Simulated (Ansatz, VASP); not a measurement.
MoS2, level by level in two programs

```
Mo S
1.0
     3.18454    0.00000    0.00000
    -1.59227    2.75789    0.00000
     0.00000    0.00000   21.67053
Mo S
2 4
Direct
  0.33333 0.66667 0.85116
  0.66667 0.33333 0.14884
  0.66667 0.33333 0.77963
  0.33333 0.66667 0.07725
  0.66667 0.33333 0.92275
  0.33333 0.66667 0.22037
```

Single points on this cell with VASP 6.6.1 and Ansatz 0.2.0. Each row is one pair of runs. Alike in all rows: spin: off; k mesh: 10 × 10 × 2; VASP's potentials, cutoff: VASP PAW PBE potentials, release 64 (Mo_sv, S), 520 eV; Ansatz's potentials, cutoff: Ansatz PAW, 420 eV.

```csv
level,smearing,"gap on the k mesh at the Fermi level (eV), VASP","gap on the k mesh at the Fermi level (eV), Ansatz","least direct gap on the mesh (eV), VASP","least direct gap on the mesh (eV), Ansatz","rms of the force components (eV/Å), VASP","rms of the force components (eV/Å), Ansatz"
PBEsol+D3(BJ),"fermi-dirac, width 0.05 eV",1.39,1.38,1.90,1.89,0.076,0.077
PBE,"gaussian, width 0.013 eV",1.40,1.38,1.89,1.89,0.091,0.097
PBE+D3(BJ),"fermi-dirac, width 0.05 eV",1.40,1.38,1.89,1.89,0.069,0.074
RPBE+D3(BJ),"fermi-dirac, width 0.05 eV",1.41,1.40,1.89,1.89,0.222,0.211
```

Gap on the k mesh at the fermi level (eV): the two programs differ by at most 0.017; least direct gap on the mesh (eV): the two programs differ by at most 0.004; rms of the force components (eV/Å): the two programs differ by at most 0.0112.
